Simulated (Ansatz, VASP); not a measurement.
# Al2GaP2 in VASP and in Ansatz

Contents of INCAR:

```
ALGO = Normal
EDIFF = 1E-6
ENCUT = 520
GGA = PE
ISIF = 2
ISMEAR = 0
LASPH = T
LCHARG = F
LREAL = F
LWAVE = F
NBANDS = 22
NELM = 80
PREC = Accurate
SIGMA = 0.1
```

The input KPOINTS:

```
k-points
0
Gamma
  6 6 2
```

Contents of POSCAR:

```
Al2GaP2
1.0
    3.6727103200      0.0000000000      0.0000000000
    0.0000000000      3.6727103200      0.0000000000
    0.0000000000      0.0000000000      7.6405632900
Al Ga P
2 1 2
Direct
    0.5000000000      0.5000000000      0.8070443100
    0.5000000000      0.5000000000      0.1929556900
    0.0000000000      0.0000000000      0.5000000000
    0.5000000000      0.5000000000      0.5000000000
    0.5000000000      0.5000000000      0.0000000000
```

Input for Ansatz:

```yaml
crystal:
  lattice:
    - [3.67271032, 0.0, 0.0]
    - [0.0, 3.67271032, 0.0]
    - [0.0, 0.0, 7.64056329]
  atoms:
    - { symbol: Al, position: [0.5, 0.5, 0.80704431] }
    - { symbol: Al, position: [0.5, 0.5, 0.19295569] }
    - { symbol: Ga, position: [0.0, 0.0, 0.5] }
    - { symbol: P, position: [0.5, 0.5, 0.5] }
    - { symbol: P, position: [0.5, 0.5, 0.0] }
basis:
  ecutwfc: 420
kpoints:
  mp_grid: { grid: [6, 6, 2] }
hamiltonian:
  xc: pbe
scf:
  occupations: { method: gaussian, width: 0.1 }
  lower_state_search: "off"
output:
  forces: true
  stress: true
  eigenvalues: true
```

Alike in both runs: task single point; functional PBE; k mesh 6 × 6 × 2; occupations gaussian, width 0.1 eV; no spin polarisation.

```csv
,VASP,Ansatz
version,VASP 6.6.1,Ansatz 0.2.0
potentials or method,"VASP PAW PBE potentials, release 64 (Al, Ga_d, P), cutoff 520 eV","scalar-relativistic, plane waves, PAW"
valence electrons in the cell,29,29
```

```csv
,VASP,Ansatz,Ansatz less VASP
gap on the k mesh at the Fermi level (eV),none,none,-
rms of the force components (eV/Å),16.798,16.551,-0.2467
```

Atom by atom the forces differ by 0.247 eV/Å (rms over components). A gap of «none» marks a metal or a gap that the smearing closes. The functional is the same, so the differences come from potentials, cutoffs and numerics.

The k mesh is coarse, so the values compare programs but aren't converged.
